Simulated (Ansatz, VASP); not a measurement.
## Two plane-wave programs on BeS

```
Be S
1.0
     0.00000    2.42500    2.42500
     2.42500    0.00000    2.42500
     2.42500    2.42500    0.00000
Be S
1 1
Direct
  0.00000 0.00000 0.00000
  0.75000 0.75000 0.75000
```

Alike in both runs: task single point; functional r2SCAN; k mesh 6 × 6 × 6; occupations gaussian, width 0.1 eV; no spin polarisation.

```csv
,VASP,Ansatz
version,VASP 6.6.1,Ansatz 0.2.0
potentials or method,"VASP PAW PBE potentials, release 64 (Be, S), cutoff 660 eV","scalar-relativistic, plane waves, PAW"
valence electrons in the cell,8,8
```

|  | VASP | Ansatz | Ansatz less VASP |
| --- | --- | --- | --- |
| gap on the k mesh at the Fermi level (eV) | 3.57 | 3.56 | -0.009 |
| least direct gap on the mesh (eV) | 6.26 | 6.23 | -0.030 |
| pressure (GPa) | 1.5 | 1.2 | -0.31 |

VASP's potentials were made for PBE, not for r2SCAN.
